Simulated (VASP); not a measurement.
# ZnS (I-4m2) in VASP: further runs

Runs on ZnS. Level: PBEsol. Tasks: electric field gradients.

Program: VASP 6.6.1. These are calculated values, not measurements. Logs are shortened: lines on timing, memory, paths and dates and some standing lists are left out, and cuts for length are marked.

## Step 1: The cell of the first run

The structure is tetragonal, space group I-4m2 (No. 119). The conventional cell has a = 3.825 Å, b = 3.825 Å, c = 5.301 Å, α = 90.00°, β = 90.00°, γ = 90.00°. Zn (site symmetry -4m2) has 4 S at 2.33 Å within 3.1 Å. S (site symmetry -4m2) has 4 Zn at 2.33 Å within 3.1 Å.

## Step 2: Electric field gradients, PBEsol (zz strain of -2 %)

The input, INCAR:

```
PREC = Accurate
ENCUT = 520
EDIFF = 1E-8
ISMEAR = -1
SIGMA = 0.01
LREAL = False
LASPH = True
NELM = 60
ALGO = Normal
ISIF = 2
LWAVE = False
LCHARG = False
GGA = PS
LEFG = True
NBANDS = 16
```

The input, KPOINTS:

```
regular mesh
0
Gamma
  8 8 8
```

The input, POSCAR:

```
ZnS
1.0
    0.0000000000      2.7046500000      2.6505570000
    2.7046500000      0.0000000000      2.6505570000
    2.7046500000      2.7046500000      0.0000000000
Zn S
1 1
Direct
    0.0000000000      0.0000000000      0.0000000000
    0.7500000000      0.7500000000      0.7500000000
```

Potentials or basis: VASP PAW PBE potentials, release 64 (Zn, S).

Command:

```
$ cat potpaw_PBE.64/Zn/POTCAR potpaw_PBE.64/S/POTCAR > POTCAR
$ mpirun -np 1 vasp_std > vasp.out
```

OUTCAR:

```text
PREC = Accurate
   ENCUT = 520
   EDIFF = 1E-8
   ISMEAR = -1
   LREAL = False
   LASPH = True
   NELM = 60
   ISIF = 2
   GGA = PS

 ion  position               nearest neighbor table
   1  0.000  0.000  0.000-   2 2.33   2 2.33   2 2.33   2 2.33
   2  0.750  0.750  0.750-   1 2.33   1 2.33   1 2.33   1 2.33

  LATTYP: Found a body centered tetragonal cell.
 ALAT       =     3.8249527115
 C/A-ratio  =     1.3859292911

  Lattice vectors:

 A1 = (   0.0000000000,  -2.7046500000,  -2.6505570000)
 A2 = (   0.0000000000,   2.7046500000,  -2.6505570000)
 A3 = (   2.7046500000,   0.0000000000,   2.6505570000)

Analysis of symmetry for initial positions (statically):
=====================================================================
 Subroutine PRICEL returns:
 Original cell was already a primitive cell.

 Routine SETGRP: Setting up the symmetry group for a
 body centered tetragonal supercell.

 Subroutine GETGRP returns: Found  8 space group operations
 (whereof  8 operations were pure point group operations)
 out of a pool of 16 trial point group operations.

The static configuration has the point symmetry D_2d.

Analysis of symmetry for dynamics (positions and initial velocities):
=====================================================================
 Subroutine PRICEL returns:
 Original cell was already a primitive cell.

 Routine SETGRP: Setting up the symmetry group for a
 body centered tetragonal supercell.

 Subroutine GETGRP returns: Found  8 space group operations
 (whereof  8 operations were pure point group operations)
 out of a pool of 16 trial point group operations.

The dynamic configuration has the point symmetry D_2d.

 Subroutine INISYM returns: Found  8 space group operations
 (whereof  8 operations are pure point group operations),
 and found     1 'primitive' translations

----------------------------------------------------------------------------------------

                                     Primitive cell

  volume of cell :      38.7783

  direct lattice vectors                    reciprocal lattice vectors
     0.000000000  2.704650000  2.650557000    -0.184866803  0.184866803  0.188639595
     2.704650000  0.000000000  2.650557000     0.184866803 -0.184866803  0.188639595
     2.704650000  2.704650000  0.000000000     0.184866803  0.184866803 -0.188639595

  length of vectors
     3.786896359  3.786896359  3.824952711     0.322391636  0.322391636  0.322391636

  position of ions in fractional coordinates (direct lattice)
     0.000000000  0.000000000  0.000000000
     0.750000000  0.750000000  0.750000000

  ion indices of the primitive-cell ions
   primitive index   ion index
                 1           1
                 2           2

----------------------------------------------------------------------------------------

 KPOINTS: regular mesh

Automatic generation of k-mesh.
 Grid dimensions read from file:
 generate k-points for:    8    8    8

 Generating k-lattice:

  Cartesian coordinates                     Fractional coordinates (reciprocal lattice)
    -0.023108350  0.023108350  0.023579949     0.125000000  0.000000000  0.000000000
     0.023108350 -0.023108350  0.023579949     0.000000000  0.125000000  0.000000000
     0.023108350  0.023108350 -0.023579949    -0.000000000 -0.000000000  0.125000000

  Length of vectors
     0.040298955  0.040298955  0.040298955

  Shift w.r.t. Gamma in fractional coordinates (k-lattice)
     0.000000000  0.000000000  0.000000000

 Subroutine IBZKPT returns following result:
 ===========================================

 Found     59 irreducible k-points:

 Following reciprocal coordinates:
            Coordinates               Weight
  0.000000  0.000000  0.000000      1.000000
  0.125000 -0.000000  0.000000      8.000000
  0.250000 -0.000000  0.000000      8.000000
  0.375000 -0.000000  0.000000      8.000000
  0.500000 -0.000000  0.000000      4.000000
  0.125000  0.125000  0.000000      2.000000
[... 16 lines left out ...]
  0.250000 -0.000000  0.125000     16.000000
  0.375000  0.000000  0.125000     16.000000
 [... further k-points ...]
   k-points           NKPTS =     59   k-points in BZ     NKDIM =     59   number of bands    NBANDS=     16
   number of dos      NEDOS =    301   number of ions     NIONS =      2
   total plane-waves  NPLWV =  21952
   dimension x,y,z NGX =    28 NGY =   28 NGZ =   28
   dimension x,y,z NGXF=    56 NGYF=   56 NGZF=   56
   ions per type =               1   1
   NGX,Y,Z   is equivalent  to a cutoff of  12.29, 12.29, 12.17 a.u.
   NGXF,Y,Z  is equivalent  to a cutoff of  24.58, 24.58, 24.34 a.u.
 SYSTEM =  unknown system
   PREC   = accura    normal or accurate (medium, high low for compatibility)
   ISTART =      0    job   : 0-new  1-cont  2-samecut
   ICHARG =      2    charge: 1-file 2-atom 10-const
   ISPIN  =      1    spin polarized calculation?
   LNONCOLLINEAR =      F non collinear calculations
   LSORBIT =      F    spin-orbit coupling
   LASPH  =      T    aspherical Exc in radial PAW
   ENCUT  =  520.0 eV  38.22 Ry    6.18 a.u.   7.04  7.04  7.11*2*pi/ulx,y,z
   NELM   =     60;   NELMIN=  2; NELMDL= -5     # of ELM steps
   EDIFF  = 0.1E-07   stopping-criterion for ELM
   LREAL  =      F    real-space projection
   EDIFFG = 0.1E-06   stopping-criterion for IOM
   NSW    =      0    number of steps for IOM
   IBRION =     -1    ionic relax: 0-MD 1-quasi-New 2-CG
   NFREE  =      0    steps in history (QN), initial steepest desc. (CG)
   ISIF   =      2    stress and relaxation
   ISYM   =      2    0-nonsym 1-usesym 2-fastsym
   POTIM  = 0.5000    time-step for ionic-motion
   TEBEG  =    0.0;   TEEND  =   0.0 temperature during run
   PSTRESS=    0.0 pullay stress
   NELECT =      18.0000    total number of electrons
   NUPDOWN=      -1.0000    fix difference up-down
   EMIN   =  10.00;   EMAX   =-10.00  energy-range for DOS
   EFERMI =   0.00;   METHOD = LEGACY
   ISMEAR =    -1;   SIGMA  =   0.01  broadening in eV -4-tet -1-fermi 0-gaus
   EFERMI_NEDOS =   21; number of points for ismear=-14 and -15
   IALGO  =     38    algorithm
   IMIX   =      4    mixing-type and parameters
     AMIX     =   0.40;   BMIX     =  1.00
     AMIX_MAG =   1.60;   BMIX_MAG =  1.00
  volume/ion in A,a.u.               =      19.39       130.84
  Fermi-wavevector in a.u.,A,eV,Ry     =   1.267562  2.395345 21.860666  1.606714
  Thomas-Fermi vector in A             =   2.400703
   LORBIT       =      0    0 simple, 1 ext, 2 COOP (PROOUT), +10 PAW based schemes
   GGA     = PS    functional components
   LHFCALC =     F    Hartree Fock is set to
   AEXX    =    0.0000 exact exchange contribution
   IVDW    =     0    specifies the selected vdW correction
   LEPSILON=     F    determine dielectric tensor
   LRPA    =     F    only Hartree local field effects (RPA)
 non-spin polarized calculation
  energy-cutoff  :      520.00
  volume of cell :       38.78
 maximum number of plane-waves:      1058
   NGX = 15   NGY = 15   NGZ = 15

 number of electron      18.0000014 magnetization

 Free energy of the ion-electron system (eV)
  ---------------------------------------------------
  ext. energy  EPLUGINS =         0.00000000
  ---------------------------------------------------
  free energy    TOTEN  =        -7.58697920 eV

  energy without entropy =       -7.58697920  energy(sigma->0) =       -7.58697920

 E-fermi :   2.4428     XC(G=0):  -9.9312

 val. band max:        2.2216357853   @ k =   0.0000   0.0000   0.0000
 cond. band min:       4.2269718399   @ k =   0.0000   0.0000   0.0000
 fundamental gap:      2.0053360546
 Fermi energy:         2.4428397966

 k-point     1 :       0.0000    0.0000    0.0000
  band No.  band energies     occupation
      1     -11.1009      2.00000
      2      -4.2701      2.00000
      3      -4.2701      2.00000
      4      -4.2583      2.00000
      5      -3.7505      2.00000
      6      -3.7435      2.00000
[... 8 lines left out ...]
     15      13.8936      0.00000
     16      14.1110      0.00000

 k-point     2 :       0.1250   -0.0000    0.0000
  band No.  band energies     occupation
      1     -10.9786      2.00000
      2      -4.2694      2.00000
      3      -4.2487      2.00000
      4      -4.2388      2.00000
      5      -3.7517      2.00000
      6      -3.7461      2.00000
[... 8 lines left out ...]
     15      13.4123      0.00000
     16      14.7125      0.00000
[... 387 lines left out ...]
      5      -3.7754      2.00000
      6      -3.7241      2.00000
[... 8 lines left out ...]
     15      14.1265      0.00000
     16      15.7653      0.00000

 k-point    24 :       0.3750    0.0000    0.1250
  band No.  band energies     occupation
      1     -10.3294      2.00000
      2      -4.2046      2.00000
      3      -4.1281      2.00000
      4      -4.0809      2.00000
      5      -3.7491      2.00000
      6      -3.7125      2.00000
[... 8 lines left out ...]
     15      14.8241      0.00000
     16      15.1619      0.00000

 [... further k-points ...]
[... 5 lines left out ...]
  --------------------------------------------------------------------------------------
  -------------------------------------------------------------------------------------
  Total       -0.1943970     -0.1943970      0.0044176      0.0000000      0.0000000      0.0000000
  in kB       -8.0317606     -8.0317606      0.1825168      0.0000000      0.0000000      0.0000000
  external PRESSURE =      -5.2936681 kB  Pullay stress =       0.0000000 kB

 VOLUME and BASIS-vectors are now :
 -----------------------------------------------------------------------------
  energy-cutoff  :      520.00
  volume of cell :       38.78
      direct lattice vectors                 reciprocal lattice vectors
     0.000000000  2.704650000  2.650557000    -0.184866803  0.184866803  0.188639595
     2.704650000  0.000000000  2.650557000     0.184866803 -0.184866803  0.188639595
     2.704650000  2.704650000  0.000000000     0.184866803  0.184866803 -0.188639595

 POSITION                                       TOTAL-FORCE (eV/Angst)
 -----------------------------------------------------------------------------------
      0.00000      0.00000      0.00000        -0.000000     -0.000000     -0.000000
      4.05697      4.05697      3.97584         0.000000      0.000000      0.000000
 -----------------------------------------------------------------------------------
    total drift:                               -0.000002     -0.000002     -0.000001

  FREE ENERGIE OF THE ION-ELECTRON SYSTEM (eV)
  ---------------------------------------------------
  free  energy   TOTEN  =        -7.5869791987 eV

  energy  without entropy=       -7.5869791987  energy(sigma->0) =       -7.58697920

 Electric field gradients (V/A^2)
---------------------------------------------------------------------
 ion       V_xx      V_yy      V_zz      V_xy      V_xz      V_yz
---------------------------------------------------------------------
   1      -1.824    -1.824     3.647    -0.002    -0.002    -0.002
   2       1.989     1.989    -3.977    -0.000    -0.000    -0.000
---------------------------------------------------------------------

 Electric field gradients after diagonalization (V/A^2)
 (convention: |V_zz| > |V_xx| > |V_yy|)
----------------------------------------------------------------------
 ion       V_xx      V_yy      V_zz     asymmetry (V_yy - V_xx)/ V_zz
----------------------------------------------------------------------
   1      -1.825    -1.822     3.647       0.001
   2       1.989     1.989    -3.977       0.000
----------------------------------------------------------------------

           NMR quadrupolar parameters

 Cq : quadrupolar parameter    Cq=e*Q*V_zz/h
 eta: asymmetry parameters     (V_yy - V_xx)/ V_zz
 Q  : nuclear electric quadrupole moment in mb (millibarn)
----------------------------------------------------------------------
 ion       Cq(MHz)       eta       Q (mb)
----------------------------------------------------------------------
   1       0.009       0.001       1.000
   2      -0.010       0.000       1.000
----------------------------------------------------------------------
```

It took 19 s on 1 thread of Intel Xeon 6975P-C (Granite Rapids), shared host; peak memory 0.17 GiB.

Results:

```yaml
Free_energy: -7.5870 eV
Pressure: -0.5 GPa
Band_gap_on_the_k_mesh: 2.01 eV, direct
```

Stress tensor (GPa, compression positive):
```
-0.80  0.00  0.00
 0.00 -0.80  0.00
 0.00  0.00  0.02
```

Levels at points of the mesh, in eV from the valence-band top:
| k point | band 7 | band 8 | band 9 | band 10 | band 11 | band 12 |
| --- | --- | --- | --- | --- | --- | --- |
| (0.00, 0.00, 0.00) | -0.07 | -0.07 | 0.00 | 2.01 | 6.25 | 6.25 |
| (0.50, 0.00, 0.00) | -5.52 | -1.00 | -0.89 | 3.18 | 6.69 | 6.88 |
| (0.50, 0.50, 0.00) | -4.64 | -2.43 | -2.43 | 3.09 | 3.79 | 11.06 |
| (0.50, 0.00, 0.50) | -4.76 | -2.34 | -2.30 | 3.19 | 3.99 | 10.83 |

Electric field gradients, principal values (V/Å²):
```csv
atom,least,middle,greatest (by size)
1 Zn,-1.822,-1.825,3.647
2 S,1.989,1.989,-3.977
```

Caveat: the cell differs from its parent crystal (zz strain of -2 %); without QUAD_EFG the Cq values of the log hold for a quadrupole moment of 1 mb, not for the nuclei; the PAW data sets were made with another functional, which shifts forces and pressure a little.

## Step 3: Electric field gradients, PBEsol (zz strain of -1 %)

The input, INCAR:

```
SYSTEM = ZnS
  PREC = Accurate
  ENCUT = 520
  EDIFF = 1E-8
  ISMEAR = -1
  SIGMA = 0.01
  LREAL = .FALSE.
  LASPH = .TRUE.
  NELM = 60
  ALGO = Normal
  ISIF = 2
  LWAVE = .FALSE.
  LCHARG = .FALSE.
  GGA = PS
  LEFG = .TRUE.
  NBANDS = 16
```

The input, KPOINTS:

```
Automatic mesh
0
G
  8 8 8
  0 0 0
```

The input, POSCAR:

```
ZnS
1.0
    0.0000000000      2.7046500000      2.6776035000
    2.7046500000      0.0000000000      2.6776035000
    2.7046500000      2.7046500000      0.0000000000
Zn S
1 1
Direct
    0.0000000000      0.0000000000      0.0000000000
    0.7500000000      0.7500000000      0.7500000000
```

Potentials or basis: VASP PAW PBE potentials, release 64 (Zn, S).

Command:

```
$ cat potpaw_PBE.64/Zn/POTCAR potpaw_PBE.64/S/POTCAR > POTCAR
$ mpirun -np 1 vasp_std > vasp.out
```

OUTCAR:

```text
SYSTEM = ZnS
   PREC = Accurate
   ENCUT = 520
   EDIFF = 1E-8
   ISMEAR = -1
   LREAL = .FALSE.
   LASPH = .TRUE.
   NELM = 60
   ISIF = 2
   GGA = PS

 ion  position               nearest neighbor table
   1  0.000  0.000  0.000-   2 2.33   2 2.33   2 2.33   2 2.33
   2  0.750  0.750  0.750-   1 2.33   1 2.33   1 2.33   1 2.33

  LATTYP: Found a body centered tetragonal cell.
 ALAT       =     3.8249527115
 C/A-ratio  =     1.4000714267

  Lattice vectors:

 A1 = (   0.0000000000,  -2.7046500000,  -2.6776035000)
 A2 = (   0.0000000000,   2.7046500000,  -2.6776035000)
 A3 = (   2.7046500000,   0.0000000000,   2.6776035000)

Analysis of symmetry for initial positions (statically):
=====================================================================
 Subroutine PRICEL returns:
 Original cell was already a primitive cell.

 Routine SETGRP: Setting up the symmetry group for a
[... 645 lines left out ...]
  volume of cell :       39.17
      direct lattice vectors                 reciprocal lattice vectors
     0.000000000  2.704650000  2.677603500    -0.184866803  0.184866803  0.186734145
     2.704650000  0.000000000  2.677603500     0.184866803 -0.184866803  0.186734145
     2.704650000  2.704650000  0.000000000     0.184866803  0.184866803 -0.186734145

 POSITION                                       TOTAL-FORCE (eV/Angst)
 -----------------------------------------------------------------------------------
      0.00000      0.00000      0.00000         0.000000      0.000000     -0.000000
      4.05697      4.05697      4.01641        -0.000000     -0.000000      0.000000
 -----------------------------------------------------------------------------------
    total drift:                               -0.000002     -0.000002     -0.000001

  FREE ENERGIE OF THE ION-ELECTRON SYSTEM (eV)
  ---------------------------------------------------
  free  energy   TOTEN  =        -7.5858259848 eV

  energy  without entropy=       -7.5858259848  energy(sigma->0) =       -7.58582598

 Electric field gradients (V/A^2)
---------------------------------------------------------------------
 ion       V_xx      V_yy      V_zz      V_xy      V_xz      V_yz
---------------------------------------------------------------------
   1      -0.896    -0.896     1.793    -0.002    -0.003    -0.003
   2       1.002     1.002    -2.004    -0.000    -0.000    -0.000
---------------------------------------------------------------------

 Electric field gradients after diagonalization (V/A^2)
 (convention: |V_zz| > |V_xx| > |V_yy|)
----------------------------------------------------------------------
 ion       V_xx      V_yy      V_zz     asymmetry (V_yy - V_xx)/ V_zz
----------------------------------------------------------------------
   1      -0.899    -0.894     1.793       0.003
   2       1.002     1.002    -2.004       0.000
----------------------------------------------------------------------

           NMR quadrupolar parameters

 Cq : quadrupolar parameter    Cq=e*Q*V_zz/h
 eta: asymmetry parameters     (V_yy - V_xx)/ V_zz
 Q  : nuclear electric quadrupole moment in mb (millibarn)
----------------------------------------------------------------------
 ion       Cq(MHz)       eta       Q (mb)
----------------------------------------------------------------------
   1       0.004       0.003       1.000
   2      -0.005       0.000       1.000
----------------------------------------------------------------------
```

stdout:

```text
POSCAR found type information on POSCAR ZnS
 POSCAR found :  2 types and       2 ions
 scaLAPACK will be used
 -----------------------------------------------------------------------------
|                                                                             |
|                                                                             |
|     You enforced a specific xc type in the INCAR file but a different       |
|     I HOPE YOU KNOW WHAT YOU ARE DOING!                                     |
|                                                                             |
 -----------------------------------------------------------------------------

 LDA part: xc-table for (Slater+PW92), standard interpolation
 POSCAR, INCAR and KPOINTS ok, starting setup
 FFT: planning ... GRIDC
 FFT: planning ... GRID_SOFT
 FFT: planning ... GRID
 WAVECAR not read
 entering main loop
ion   1

ion   2
```

It took 21 s on 1 thread of Intel Xeon 6975P-C (Granite Rapids), shared host; peak memory 0.17 GiB.

What came out:

```yaml
Free_energy: -7.5858 eV
Pressure: -1.3 GPa
Band_gap_on_the_k_mesh: 1.99 eV, direct
```

Levels at points of the mesh, in eV from the valence-band top:
| k point | band 5 | band 6 | band 7 | band 8 | band 9 | band 10 | band 11 | band 12 | band 13 | band 14 |
| --- | --- | --- | --- | --- | --- | --- | --- | --- | --- | --- |
| (0.00, 0.00, 0.00) | -5.92 | -5.91 | -0.03 | -0.03 | 0.00 | 1.98 | 6.28 | 6.28 | 6.28 | 11.64 |
| (0.50, 0.00, 0.00) | -5.88 | -5.71 | -5.43 | -0.94 | -0.88 | 3.18 | 6.76 | 6.85 | 8.70 | 11.97 |
| (0.50, 0.50, 0.00) | -5.84 | -5.69 | -4.62 | -2.33 | -2.33 | 3.17 | 3.88 | 10.93 | 11.89 | 11.89 |
| (0.50, 0.00, 0.50) | -5.84 | -5.70 | -4.68 | -2.29 | -2.27 | 3.22 | 3.98 | 10.82 | 11.86 | 11.95 |

Electric field gradients, principal values (V/Å²):
| atom | least | middle | greatest (by size) |
| --- | --- | --- | --- |
| 1 Zn | -0.894 | -0.899 | 1.793 |
| 2 S | 1.002 | 1.002 | -2.004 |

Caveat: the cell differs from its parent crystal (zz strain of -1 %); without QUAD_EFG the Cq values of the log hold for a quadrupole moment of 1 mb, not for the nuclei; the PAW data sets were made with another functional, which shifts forces and pressure a little.
